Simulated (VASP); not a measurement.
Input of a VASP 6.6.1 run:

File INCAR:

```
ALGO = Normal
EDIFF = 1E-6
ENCUT = 520
GGA = PE
ISIF = 2
ISMEAR = 0
LASPH = T
LCHARG = T
LELF = T
LREAL = F
LVHAR = T
LWAVE = F
NBANDS = 32
NELM = 80
PREC = Accurate
SIGMA = 0.1
```

KPOINTS

```
k-points
0
Gamma
  4 4 4
```

The input POSCAR:

```
Zr3S2
1.0
   -1.7712834642      1.7712834642      8.6528279860
    1.7712834642     -1.7712834642      8.6528279860
    1.7712834642      1.7712834642     -8.6528279860
Zr S
3 2
Direct
    0.6441887463      0.6441887463      0.0000000000
    0.3558112537      0.3558112537      0.0000000000
    0.0000000000      0.0000000000      0.0000000000
    0.7500000000      0.2500000000      0.5000000000
    0.5000000000      0.5000000000      0.0000000000
```

Potentials or basis: VASP PAW PBE potentials, release 64 (Zr_sv, S).

Launch:

```bash
$ cat potpaw_PBE.64/Zr_sv/POTCAR potpaw_PBE.64/S/POTCAR > POTCAR
$ mpirun -np 1 vasp_std > vasp.out
```

(1) What does it give for the band gap on the k mesh?

(2) Estimate the pressure.

## Answers

(1) zero (bands 24 and 25 overlap by 0.48 eV).

(2) 0.0 GPa.

Caveat: the k points lie up to 0.45 Å⁻¹ apart.
